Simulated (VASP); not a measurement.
GaBiSe3:

```
Ga Bi Se
1.0
     2.00000    1.15470    9.33333
    -2.00000    1.15470    9.33333
     0.00000   -2.30940    9.33333
Ga Bi Se
1 1 3
Cartesian
  0.0000 0.0000 22.7360
  0.0000 0.0000 16.9876
  0.0000 0.0000 12.2976
  0.0000 0.0000 5.6644
  0.0000 0.0000 0.0000
```

* Program: VASP 6.6.1
* Task: relaxation of cell and atoms
* Functional: PBE
* Potentials or basis: VASP PAW PBE potentials, release 64 (Ga_d, Bi_d, Se)
* Cutoff: 600 eV
* k mesh: 4 × 4 × 4
* Occupations: gaussian, width 0.15 eV
* Spin: no spin polarisation

At the start: pressure 1.1 GPa; volume 25.87 Å³/atom.

Where does the relaxation end?

Over 4 steps the energy falls by 9.2 meV/atom and the volume is 26.46 Å³/atom (+2.3 %); space group R3m (No. 160, to 0.1 Å) before and after.

The path:
```
step  energy change (eV)  largest force (eV/Å)  pressure (GPa)  volume (Å³)
   1              0.0000                0.5492            1.12       129.33
   2             -0.0333                0.2747           -0.44       132.75
   3             -0.0342                0.2499           -0.71       133.42
   4             -0.0460                0.0730           -0.08       132.32
```

Final structure:
```
Ga Bi Se
1.0
     2.00214    1.15594    9.52906
    -2.00214    1.15594    9.52906
     0.00000   -2.31187    9.52906
Ga Bi Se
1 1 3
Cartesian
  0.0000 0.0000 23.2213
  0.0000 0.0000 17.3900
  0.0000 0.0000 12.5081
  0.0000 0.0000 5.8054
  0.0000 0.0000 28.5578
```

Caveat: the k points lie up to 0.46 Å⁻¹ apart in the final cell; the relaxation stopped at a loose force limit of 0.08 eV/Å, so its end isn't a converged minimum.
